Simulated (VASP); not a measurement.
**W: single point with r2SCAN**

Crystal: W.

```
W
1.0
    -1.59178    1.59178    1.59178
     1.59178   -1.59178    1.59178
     1.59178    1.59178   -1.59178
W
1
Direct
  0.00000 0.00000 0.00000
```

```
Program                : VASP 6.6.1
Task                   : single point
Functional             : r2SCAN
Potentials or basis    : VASP PAW PBE potentials, release 64 (W_sv)
Cutoff                 : 520 eV
k mesh                 : 18 × 18 × 18
Occupations            : gaussian, width 0.1 eV
Spin                   : no spin polarisation
Dipole correction      : no
Further INCAR settings : ALGO = Normal; EDIFF = 1e-06; NBANDS = 13
```

| Item | Value |
| --- | --- |
| Pressure | -3.2 GPa |
| Band gap on the k mesh | zero (bands 7 and 8 overlap by 6.46 eV) |

Levels at points of the mesh, in eV from the Fermi level:
```csv
k point,band 3,band 4,band 5,band 6,band 7,band 8,band 9,band 10,band 11,band 12
"(0.00, 0.00, 0.00)",-39.01,-39.01,-10.02,-1.24,-1.24,-1.24,2.53,2.53,15.23,15.23
"(0.50, 0.00, 0.00)",-39.43,-39.02,-6.43,-3.65,0.47,2.36,3.39,6.19,11.38,12.04
"(0.50, 0.50, 0.50)",-39.92,-39.92,-5.86,-5.86,5.22,5.22,5.22,8.41,8.41,8.41
```

Wall time 93 s on 1 thread of AMD EPYC 9R45 96-Core Processor (Zen 5), on a shared host, peak memory 0.14 GiB.

Caveat: the cell stands under tension; the PAW data sets were made with another functional, which shifts forces and pressure a little; spin-orbit coupling is left out, which moves the levels of the heavy elements.
